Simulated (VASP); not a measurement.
The system is Be4Ge3Pt.

```
CELL_PARAMETERS angstrom
4.84190 0.00000 0.00000
0.00000 4.84190 0.00000
0.00000 0.00000 4.84190
ATOMIC_POSITIONS crystal
Be 0.23500 0.23500 0.23500
Be 0.23500 0.76500 0.76500
Be 0.76500 0.76500 0.23500
Be 0.76500 0.23500 0.76500
Ge 0.50000 0.00000 0.00000
Ge 0.00000 0.50000 0.00000
Ge 0.00000 0.00000 0.50000
Pt 0.00000 0.00000 0.00000
```

| Quantity | Value |
| --- | --- |
| Program | VASP 6.6.1 |
| Task | relaxation of cell and atoms |
| Functional | PBE |
| Potentials or basis | VASP PAW PBE potentials, release 64 (Be, Ge_d, Pt) |
| Cutoff | 600 eV |
| k mesh | 4 × 4 × 4 |
| Occupations | gaussian, width 0.1 eV |
| Spin | no spin polarisation |

At the start: pressure 51.4 GPa; volume 14.19 Å³/atom.

Q: Where does the relaxation end?

A: Over 12 steps the energy falls by 764.5 meV/atom and the volume is 18.56 Å³/atom (+30.8 %); space group P-43m (No. 215, to 0.05 Å).

The path:
| step | energy change (eV) | largest force (eV/Å) | pressure (GPa) | volume (Å³) |
| --- | --- | --- | --- | --- |
| 1 | 0.0000 | 5.2273 | 51.44 | 113.51 |
| 2 | -3.0350 | 1.3534 | -12.00 | 206.01 |
| 3 | -6.0948 | 0.0439 | -1.23 | 155.45 |
| 4 | -6.1024 | 0.0261 | -0.62 | 154.17 |
| 5 | -6.1041 | 0.0826 | -0.10 | 153.18 |
| 6 | -6.1054 | 0.0825 | -0.04 | 152.88 |
| 7 | -6.1087 | 0.0793 | 0.04 | 152.00 |
| 8 | -6.1131 | 0.0691 | 0.29 | 150.24 |
| 9 | -6.1122 | 0.0740 | 0.79 | 146.77 |
| 10 | -6.1140 | 0.0661 | 0.59 | 148.39 |
| 11 | -6.1149 | 0.0526 | 0.43 | 148.41 |
| 12 | -6.1163 | 0.0154 | 0.14 | 148.49 |

Final structure:
```yaml
crystal:
  lattice:
    - [5.29537, 0.00000, 0.00000]
    - [0.00000, 5.29537, 0.00000]
    - [0.00000, 0.00000, 5.29537]
  atoms:
    - { symbol: Be, position: [0.25967, 0.25967, 0.25967] }
    - { symbol: Be, position: [0.25967, 0.74033, 0.74033] }
    - { symbol: Be, position: [0.74033, 0.74033, 0.25967] }
    - { symbol: Be, position: [0.74033, 0.25967, 0.74033] }
    - { symbol: Ge, position: [0.50000, 0.00000, 0.00000] }
    - { symbol: Ge, position: [0.00000, 0.50000, 0.00000] }
    - { symbol: Ge, position: [0.00000, 0.00000, 0.50000] }
    - { symbol: Pt, position: [0.00000, 0.00000, 0.00000] }
```

Caveat: the volume moved by over 15 % at a fixed basis, so the end points are rough.
